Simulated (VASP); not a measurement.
# BN in VASP: single point with PBEsol

Aim: the single point of BN with PBEsol.

Program: VASP 6.6.1. These are calculated values, not measurements. Logs are shortened: lines on timing, memory, paths and dates and some standing lists are left out, and cuts for length are marked.

### Step 1. The cell of the first run

The cell holds a disordered packing, 64 atoms: a = 7.861 Å, b = 7.861 Å, c = 7.861 Å, α = 90.00°, β = 90.00°, γ = 90.00°.

### Step 2. Single point, PBEsol

File INCAR:

```
PREC = Accurate ; ENCUT = 520
EDIFF = 1E-6 ; ISMEAR = -1
SIGMA = 0.05 ; LREAL = Auto
LASPH = True ; NELM = 60
ALGO = Normal ; ISIF = 2
LWAVE = False ; LCHARG = False
GGA = PS ; NBANDS = 166
```

File KPOINTS:

```
Automatic mesh
0
Gamma
  1 1 1
```

File POSCAR:

```
BN
1.0
    7.8606340000      0.0000000000      0.0000000000
    0.0000000000      7.8606340000      0.0000000000
    0.0000000000      0.0000000000      7.8606340000
B N
32 32
Direct
    0.3329350000      0.8769460000      0.0332190000
    0.5144190000      0.2519610000      0.4736620000
    0.0565550000      0.4047170000      0.9391590000
    0.8118460000      0.2908540000      0.4763970000
    0.4421640000      0.1921140000      0.1396260000
    0.2414530000      0.1959130000      0.3084760000
    0.7869910000      0.4860520000      0.2566140000
    0.3463700000      0.5034670000      0.3975050000
    0.1747100000      0.1091530000      0.9770500000
    0.0765030000      0.3073880000      0.4541120000
    0.3543810000      0.4619070000      0.0357870000
    0.0366900000      0.9913930000      0.4669940000
    0.4805720000      0.0508000000      0.8454140000
    0.9855030000      0.1697520000      0.7277990000
    0.8594150000      0.6513830000      0.9816680000
    0.9133230000      0.1624330000      0.2276010000
    0.8335370000      0.9785670000      0.9377100000
    0.1827340000      0.9153730000      0.7321610000
    0.1970940000      0.6332230000      0.6448030000
    0.4452750000      0.5693140000      0.7657840000
    0.5911360000      0.4937950000      0.0468610000
    0.6658960000      0.7916350000      0.7645990000
    0.9282050000      0.6937730000      0.4653850000
    0.9452540000      0.4887000000      0.6938410000
    0.9545800000      0.8662820000      0.1968470000
    0.2838870000      0.3094980000      0.7679720000
    0.3720370000      0.7072600000      0.3190250000
    0.1482110000      0.6497300000      0.1119280000
    0.6316220000      0.5556260000      0.5115650000
    0.6908900000      0.0880000000      0.6823280000
    0.4883350000      0.9883360000      0.3255600000
    0.4632340000      0.8201720000      0.5871080000
    0.9027730000      0.0223050000      0.1085490000
    0.4233090000      0.2074360000      0.7909070000
    0.9890320000      0.7194390000      0.1012890000
    0.9736080000      0.8479740000      0.3792510000
    0.5460480000      0.0410620000      0.1620870000
    0.6784130000      0.1906380000      0.5346540000
    0.4652150000      0.5736190000      0.9390790000
    0.5690530000      0.9419500000      0.7040540000
    0.1748220000      0.4813220000      0.0511040000
    0.2107200000      0.3815920000      0.3755190000
    0.4995360000      0.9544350000      0.0084390000
    0.0168870000      0.6331980000      0.6074510000
    0.7395150000      0.5622270000      0.1019520000
    0.9561790000      0.3230680000      0.5988100000
    0.7927280000      0.8034830000      0.8848660000
    0.0727240000      0.0214690000      0.6398270000
    0.2584970000      0.1522530000      0.1302090000
    0.8204600000      0.1068820000      0.8055470000
    0.2908260000      0.7567340000      0.1652030000
    0.2896550000      0.4858900000      0.7040680000
    0.8238850000      0.3130050000      0.2856550000
    0.5827870000      0.6510400000      0.6645230000
    0.4876490000      0.8240760000      0.4010240000
    0.9191650000      0.4985750000      0.8701990000
    0.7826480000      0.5841870000      0.4198220000
    0.1119850000      0.2440430000      0.8561090000
    0.0484160000      0.1415830000      0.3615910000
    0.2038270000      0.9409280000      0.9101700000
    0.5049450000      0.4325930000      0.4557070000
    0.4839970000      0.3621020000      0.1152490000
    0.3974160000      0.1342030000      0.4042660000
    0.2879730000      0.7896790000      0.6481000000
```

Potentials or basis: VASP PAW PBE potentials, release 64 (B, N).

Started as:

```
> cat potpaw_PBE.64/B/POTCAR potpaw_PBE.64/N/POTCAR > POTCAR
> mpirun -np 1 vasp_gam > vasp.out
```

OUTCAR:

```text
PREC = Accurate
   ENCUT = 520
   EDIFF = 1E-6
   ISMEAR = -1
   LREAL = Auto
   LASPH = True
   NELM = 60
   ISIF = 2
   GGA = PS

 ion  position               nearest neighbor table
   1  0.333  0.877  0.033-  51 1.44  43 1.46  60 1.49
   2  0.514  0.252  0.474-  63 1.41  61 1.43  38 1.46
   3  0.057  0.405  0.939-  41 1.41  56 1.42  58 1.49
   4  0.812  0.291  0.476-  38 1.39  46 1.51  53 1.51  10 2.09
   5  0.442  0.192  0.140-  62 1.39  37 1.45  49 1.48   6 2.06
   6  0.241  0.196  0.308-  49 1.45  63 1.52  42 1.57  59 1.63  10 1.94   5 2.06
   7  0.787  0.486  0.257-  45 1.41  53 1.41  57 1.50
   8  0.346  0.503  0.398-  61 1.44  42 1.44  27 1.73
   9  0.175  0.109  0.977-  49 1.41  60 1.44  58 1.51
  10  0.077  0.307  0.454-  42 1.35  46 1.48  59 1.51   6 1.94   4 2.09
  11  0.354  0.462  0.036-  41 1.42  62 1.43  39 1.45  21 1.88
  12  0.037  0.991  0.467-  48 1.41  36 1.41  59 1.45
  13  0.481  0.051  0.845-  34 1.38  43 1.50  40 1.57  30 2.11
  14  0.986  0.170  0.728-  50 1.52  48 1.52  58 1.53  46 1.59
  15  0.859  0.651  0.982-  35 1.49  45 1.51  47 1.51  56 1.56
  16  0.913  0.162  0.228-  33 1.45  53 1.45  59 1.50
  17  0.834  0.979  0.938-  50 1.45  47 1.47  33 1.49
  18  0.183  0.915  0.732-  48 1.40  60 1.42  64 1.45
  19  0.197  0.633  0.645-  64 1.42  52 1.44  44 1.45
  20  0.445  0.569  0.766-  39 1.37  52 1.47  54 1.49
  21  0.591  0.494  0.047-  45 1.36  62 1.44  39 1.45  11 1.88
  22  0.666  0.792  0.765-  47 1.38  40 1.48  54 1.51  32 2.13
  23  0.928  0.694  0.465-  44 1.40  36 1.43  57 1.48
  24  0.945  0.489  0.694-  56 1.40  44 1.44  46 1.50
  25  0.955  0.866  0.197-  35 1.40  36 1.45  33 1.47
  26  0.284  0.309  0.768-  34 1.37  52 1.48  58 1.60
  27  0.372  0.707  0.319-  51 1.42  55 1.44   8 1.73
  28  0.148  0.650  0.112-  35 1.37  41 1.42  51 1.46
  29  0.632  0.556  0.512-  57 1.41  61 1.46  54 1.47
  30  0.691  0.088  0.682-  50 1.41  38 1.42  40 1.50  13 2.11
  31  0.488  0.988  0.326-  55 1.42  37 1.42  63 1.49
  32  0.463  0.820  0.587-  55 1.48  64 1.48  40 1.57  54 1.74  22 2.13
  33  0.903  0.022  0.109-  16 1.45  25 1.47  17 1.49
  34  0.423  0.207  0.791-  26 1.37  13 1.38
  35  0.989  0.719  0.101-  28 1.37  25 1.40  15 1.49
  36  0.974  0.848  0.379-  12 1.41  23 1.43  25 1.45
  37  0.546  0.041  0.162-  31 1.42  43 1.43   5 1.45
  38  0.678  0.191  0.535-   4 1.39  30 1.42   2 1.46
  39  0.465  0.574  0.939-  20 1.37  21 1.45  11 1.45
  40  0.569  0.942  0.704-  22 1.48  30 1.50  13 1.57  32 1.57
  41  0.175  0.481  0.051-   3 1.41  28 1.42  11 1.42
  42  0.211  0.382  0.376-  10 1.35   8 1.44   6 1.57
  43  0.500  0.954  0.008-  37 1.43   1 1.46  13 1.50
  44  0.017  0.633  0.607-  23 1.40  24 1.44  19 1.45
  45  0.740  0.562  0.102-  21 1.36   7 1.41  15 1.51
  46  0.956  0.323  0.599-  10 1.48  24 1.50   4 1.51  14 1.59
  47  0.793  0.803  0.885-  22 1.38  17 1.47  15 1.51
  48  0.073  0.021  0.640-  18 1.40  12 1.41  14 1.52
[... 262 lines left out ...]
   PSTRESS=    0.0 pullay stress
   NELECT =     256.0000    total number of electrons
   NUPDOWN=      -1.0000    fix difference up-down
   EMIN   =  10.00;   EMAX   =-10.00  energy-range for DOS
   EFERMI =   0.00;   METHOD = LEGACY
   ISMEAR =    -1;   SIGMA  =   0.05  broadening in eV -4-tet -1-fermi 0-gaus
   EFERMI_NEDOS =   21; number of points for ismear=-14 and -15
   IALGO  =     38    algorithm
   IMIX   =      4    mixing-type and parameters
     AMIX     =   0.40;   BMIX     =  1.00
     AMIX_MAG =   1.60;   BMIX_MAG =  1.00
  volume/ion in A,a.u.               =       7.59        51.21
  Fermi-wavevector in a.u.,A,eV,Ry     =   1.322403  2.498980 23.793193  1.748750
  Thomas-Fermi vector in A             =   2.452087
   LORBIT       =      0    0 simple, 1 ext, 2 COOP (PROOUT), +10 PAW based schemes
   GGA     = PS    functional components
   LHFCALC =     F    Hartree Fock is set to
   AEXX    =    0.0000 exact exchange contribution
   IVDW    =     0    specifies the selected vdW correction
   LEPSILON=     F    determine dielectric tensor
   LRPA    =     F    only Hartree local field effects (RPA)
 non-spin polarized calculation
  energy-cutoff  :      520.00
  volume of cell :      485.71
 maximum number of plane-waves:      6567
 NGX is ok and might be reduce to    60
   NGX = 29   NGY = 29   NGZ = 29

 number of electron     255.9999991 magnetization

 Free energy of the ion-electron system (eV)
  ---------------------------------------------------
  ext. energy  EPLUGINS =         0.00000000
  ---------------------------------------------------
  free energy    TOTEN  =      -548.57987273 eV

  energy without entropy =     -548.57987273  energy(sigma->0) =     -548.57987273

 E-fermi :   6.0936     XC(G=0): -11.3125

 val. band max:        4.9556428536   @ k =   0.0000   0.0000   0.0000
 cond. band min:       7.2359685317   @ k =   0.0000   0.0000   0.0000
 fundamental gap:      2.2803256781
 Fermi energy:         6.0935870001

 k-point     1 :       0.0000    0.0000    0.0000
  band No.  band energies     occupation
      1     -15.3583      2.00000
      2     -14.8923      2.00000
      3     -14.4217      2.00000
      4     -14.0715      2.00000
      5     -13.9208      2.00000
      6     -13.5439      2.00000
[... 132 lines left out ...]
    139       9.1774      0.00000
    140       9.2841      0.00000
 [bands above 140 left out]

------------------------ aborting loop because EDIFF is reached ----------------------------------------

  FORCE on cell =-STRESS in cart. coord.  units (eV):
  Direction    XX          YY          ZZ          XY          YZ          ZX
  --------------------------------------------------------------------------------------
  -------------------------------------------------------------------------------------
  Total       56.5209374     37.9738524     55.2798145     -6.4467916      0.6032623      1.0439209
  in kB      186.4434848    125.2629150    182.3494397    -21.2657884      1.9899587      3.4435425
  external PRESSURE =     164.6852798 kB  Pullay stress =       0.0000000 kB

 VOLUME and BASIS-vectors are now :
 -----------------------------------------------------------------------------
  energy-cutoff  :      520.00
  volume of cell :      485.71
      direct lattice vectors                 reciprocal lattice vectors
     7.860634000  0.000000000  0.000000000     0.127216202  0.000000000  0.000000000
     0.000000000  7.860634000  0.000000000     0.000000000  0.127216202  0.000000000
     0.000000000  0.000000000  7.860634000     0.000000000  0.000000000  0.127216202

 POSITION                                       TOTAL-FORCE (eV/Angst)
 -----------------------------------------------------------------------------------
      2.61708      6.89335      0.26112        -0.027987     -0.033281      0.021886
      4.04366      1.98057      3.72328        -0.015875     -0.010930      0.030247
      0.44456      3.18133      7.38239        -0.004193     -0.016006      0.029138
      6.38162      2.28630      3.74478         0.002794      0.007404     -0.000504
      3.47569      1.51014      1.09755         0.026606      0.038988      0.020935
      1.89797      1.54000      2.42482        -0.026246     -0.015613     -0.015701
[... 56 lines left out ...]
      3.12394      1.05492      3.17779        -0.011519      0.030783      0.022889
      2.26365      6.20738      5.09448         0.005517      0.013389      0.000340
 -----------------------------------------------------------------------------------
    total drift:                               -0.004324     -0.011390     -0.000369

  FREE ENERGIE OF THE ION-ELECTRON SYSTEM (eV)
  ---------------------------------------------------
  free  energy   TOTEN  =      -548.5798727333 eV

  energy  without entropy=     -548.5798727327  energy(sigma->0) =     -548.57987273
```

Run time: 2.2 min. Hardware: 1 thread of AMD EPYC 7R13 (Zen 3), shared host; peak memory 0.45 GiB.

What came out:

```yaml
Free_energy: -548.5799 eV
Pressure: 16.5 GPa
Largest_force: 0.083 eV/Å
Band_gap_on_the_k_mesh: 2.28 eV
```

Forces on the atoms (eV/Å):
```
B   -0.028 -0.033  0.022
B   -0.016 -0.011  0.030
B   -0.004 -0.016  0.029
B    0.003  0.007 -0.001
B    0.027  0.039  0.021
B   -0.026 -0.016 -0.016
B    0.032 -0.009  0.006
B   -0.038  0.039 -0.020
B   -0.018  0.014  0.030
B   -0.008  0.051 -0.003
B   -0.079  0.005  0.027
B   -0.005 -0.012  0.010
B    0.025 -0.005 -0.007
B   -0.012  0.007 -0.001
B   -0.010 -0.003 -0.019
B   -0.021  0.011 -0.032
B    0.001  0.016  0.024
B   -0.013 -0.014  0.000
B   -0.007  0.010 -0.015
B   -0.004  0.033 -0.010
B    0.037  0.008  0.018
B    0.029 -0.020  0.009
B    0.000  0.019  0.000
B   -0.015 -0.014 -0.016
B   -0.013  0.002  0.006
B    0.000  0.005 -0.006
B    0.005 -0.045  0.017
B   -0.003  0.001  0.013
B    0.009  0.016 -0.012
B   -0.015  0.000 -0.001
B    0.053 -0.034  0.003
B    0.012  0.003  0.014
N    0.001  0.013 -0.008
N   -0.009  0.015  0.002
N    0.010 -0.004 -0.002
N    0.011  0.000  0.000
N    0.050 -0.006  0.039
N   -0.008 -0.007  0.005
N    0.006  0.043 -0.051
N   -0.030  0.012 -0.018
N    0.021 -0.023 -0.015
N    0.022  0.000  0.027
N    0.006 -0.005 -0.071
N    0.011  0.013  0.004
N   -0.003 -0.004 -0.013
N    0.016 -0.001  0.024
N    0.000 -0.021 -0.002
N    0.010 -0.010 -0.006
N   -0.038 -0.003 -0.010
N    0.013  0.009  0.010
N    0.002  0.026 -0.025
N   -0.018 -0.040 -0.003
N    0.000  0.006 -0.024
N    0.006 -0.016  0.007
N    0.010  0.017  0.001
N   -0.033  0.016  0.015
N   -0.005 -0.004 -0.002
N    0.007 -0.002 -0.003
N    0.017 -0.017 -0.012
N    0.008 -0.023 -0.027
N    0.009 -0.027  0.003
N    0.018 -0.056  0.012
N   -0.012  0.031  0.023
N    0.006  0.013  0.000
```

Caveat: the k points lie up to 0.80 Å⁻¹ apart; the PAW data sets were made with another functional, which shifts forces and pressure a little.
